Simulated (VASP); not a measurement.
Write the native input for VASP 6.6.1 that does the following.

```
Task                   : single point
Functional             : PBE
Potentials or basis    : VASP PAW PBE potentials, release 64 (Al)
Cutoff                 : 520 eV
k mesh                 : 10 × 10 × 7
Occupations            : fermi-dirac, width 0.05 eV
Spin                   : no spin polarisation
Dipole correction      : no
Further INCAR settings : ALGO = Normal; EDIFF = 1e-07; NBANDS = 14
```

The structure of Al lies in POSCAR:

```
Al
1.0
    4.1929766563      0.0000000000      0.0000000000
   -2.0964883281      3.6312243018      0.0000000000
    0.0000000000      0.0000000000      5.2719595400
Al
4
Direct
    0.0000000000      0.0000000000      0.0000000000
    0.0000000000      0.0000000000      0.5000000000
    0.3333333333      0.6666666667      0.2500000000
    0.6666666667      0.3333333333      0.7500000000
```

These files were run (other wordings do the same):

INCAR

```
SYSTEM = Al
ALGO = Normal
EDIFF = 1E-7
ENCUT = 520
GGA = PE
ISIF = 2
ISMEAR = -1
LASPH = .TRUE.
LCHARG = .TRUE.
LELF = .TRUE.
LREAL = .FALSE.
LVHAR = .TRUE.
LWAVE = .FALSE.
NBANDS = 14
NELM = 80
PREC = Accurate
SIGMA = 0.05
```

KPOINTS

```
k-points
0
G
  10 10 7
  0 0 0
```

Potentials or basis: VASP PAW PBE potentials, release 64 (Al).

Launch:

```sh
$ cat potpaw_PBE.64/Al/POTCAR > POTCAR
$ mpirun -np 1 vasp_std > vasp.out
```

It gave:

```
Pressure               : 0.0 GPa
Band gap on the k mesh : zero (band 6 reaches 7.01 eV, above the bottom of band 7 at 4.22 eV)
```

Wall time 42 s on 1 thread of Intel(R) Xeon(R) Platinum 8488C (Sapphire Rapids), with other jobs on the host, peak memory 0.2 GiB.
